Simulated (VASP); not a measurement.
Here is a VASP 6.6.1 calculation.

Contents of INCAR:

```
PREC = Accurate
ENCUT = 520
EDIFF = 1E-6
ISMEAR = 0
SIGMA = 0.1
LREAL = False
LASPH = True
NELM = 100
ALGO = Normal
ISIF = 2
LWAVE = False
LCHARG = False
GGA = PE
NBANDS = 15
```

File KPOINTS:

```
regular mesh
0
Gamma
  12 12 12
```

POSCAR

```
Al2Pt
1.0
    0.0000000000      2.9852296500      2.9852296500
    2.9852296500      0.0000000000      2.9852296500
    2.9852296500      2.9852296500      0.0000000000
Al Pt
2 1
Direct
    0.2500000000      0.2500000000      0.2500000000
    0.7500000000      0.7500000000      0.7500000000
    0.0000000000      0.0000000000      0.0000000000
```

Potentials or basis: VASP PAW PBE potentials, release 64 (Al, Pt).

Launch:

```sh
$ cat potpaw_PBE.64/Al/POTCAR potpaw_PBE.64/Pt/POTCAR > POTCAR
$ mpirun -np 1 vasp_std > vasp.out
```

Predict the pressure.

-1.7 GPa.

Estimate the band gap on the k mesh.

zero (bands 8 and 9 overlap by 5.35 eV).

Caveat: the cell differs from its parent crystal (strained); spin-orbit coupling is left out, which moves the levels of the heavy elements.
